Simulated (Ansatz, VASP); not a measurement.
# One calculation of Ta4GeIr, two programs

```
CELL_PARAMETERS angstrom
0.00000 3.80693 3.80693
3.80693 0.00000 3.80693
3.80693 3.80693 0.00000
ATOMIC_POSITIONS crystal
Ta 0.12493 0.62502 0.62502
Ta 0.62502 0.62502 0.12493
Ta 0.62502 0.62502 0.62502
Ta 0.62502 0.12493 0.62502
Ge 0.25000 0.25000 0.25000
Ir 0.00000 0.00000 0.00000
```

Change from the starting cell: species swapped into the YZrFe4 type (F-43m, No. 216).

Alike in both runs: task relaxation of cell and atoms; functional PBE; k mesh 8 × 8 × 8; occupations gaussian, width 0.1 eV; no spin polarisation.

|  | VASP | Ansatz |
| --- | --- | --- |
| version | VASP 6.6.1 | Ansatz 0.2.0 |
| potentials or method | VASP PAW PBE potentials, release 64 (Ta_pv, Ge_d, Ir), cutoff 600 eV | scalar-relativistic, plane waves, PAW |
| valence electrons in the cell | 67 | 83 |

```tsv
	VASP	Ansatz	Ansatz less VASP
gap on the k mesh at the Fermi level, each at its own relaxed structure (eV)	none	none	-
relaxed volume (Å³/atom)	18.27	18.25	-0.020
relaxed cell length with the largest relative difference (Å)	5.372	5.370	-0.0020
```

A gap of «none» marks a metal or a gap that the smearing closes. VASP's potentials hold 67 valence electrons a cell and Ansatz's 83, so a difference there can come from the potentials and not from the codes.

Spin-orbit coupling is off throughout.
